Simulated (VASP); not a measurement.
Here is a VASP 6.6.1 calculation.

Contents of INCAR:

```
PREC = Accurate ; ENCUT = 520
EDIFF = 1E-7 ; ISMEAR = -1
SIGMA = 0.05 ; LREAL = F
LASPH = T ; NELM = 100
ALGO = Normal ; ISIF = 2
LWAVE = F ; LCHARG = T
GGA = PE ; LELF = T
LVHAR = T ; NBANDS = 36
```

The input KPOINTS:

```
Automatic mesh
0
Gamma
  5 5 5
```

The input POSCAR:

```
Ca3Lu
1.0
    5.0562887891      0.0000000000      0.0000000000
    0.0000000000      5.0562887891      0.0000000000
    0.0000000000      0.0000000000      5.0562887891
Lu Ca
1 3
Direct
    0.5000000000      0.5000000000      0.5000000000
    0.0000000000      0.0000000000      0.5000000000
    0.0000000000      0.5000000000      0.0000000000
    0.5000000000      0.0000000000      0.0000000000
```

Potentials or basis: VASP PAW PBE potentials, release 64 (Lu, Ca_sv).

Launch:

```bash
$ cat potpaw_PBE.64/Lu/POTCAR potpaw_PBE.64/Ca_sv/POTCAR > POTCAR
$ mpirun -np 1 vasp_std > vasp.out
```

(1) Estimate the band gap on the k mesh.

(2) Estimate the pressure.

Answers

(1) zero (an odd number of electrons rules out a gap without spin polarisation).

(2) 5.0 GPa.

Caveat: the cell stands under pressure; spin-orbit coupling is left out, which moves the levels of the heavy elements.
